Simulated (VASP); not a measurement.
Te, 1 atom in the cell. The structure is cubic, space group Fm-3m (No. 225). Conventional cell: a = 4.973 Å, b = 4.973 Å, c = 4.973 Å, α = 90.00°, β = 90.00°, γ = 90.00°. Within 4.6 Å of Te (site symmetry m-3m) lie 12 Te at 3.52 Å.  This cell differs from its parent crystal: volume scaled by 0.96.

```yaml
Program: VASP 6.6.1
Task: single point
Functional: BLYP
Potentials_or_basis: VASP PAW PBE potentials, release 64 (Te)
Cutoff: 520 eV
k_mesh: 12 × 12 × 12
Occupations: fermi-dirac, width 0.1 eV
Spin: no spin polarisation
Dipole_correction: no
Further_INCAR_settings: ALGO = Normal; EDIFF = 1e-07; NBANDS = 9
```

Potentials or basis: VASP PAW PBE potentials, release 64 (Te).

Command:

```sh
$ cat potpaw_PBE.64/Te/POTCAR > POTCAR
$ mpirun -np 1 vasp_std > vasp.out
```

Hardware: 1 thread of Intel(R) Xeon(R) Platinum 8488C (Sapphire Rapids), on a shared host.

Question: How long does it take, and how much memory?

Answer: Wall time 16 s on 1 thread of Intel(R) Xeon(R) Platinum 8488C (Sapphire Rapids), on a shared host, peak memory 0.16 GiB. Counts: scf iterations 11, k points 72.
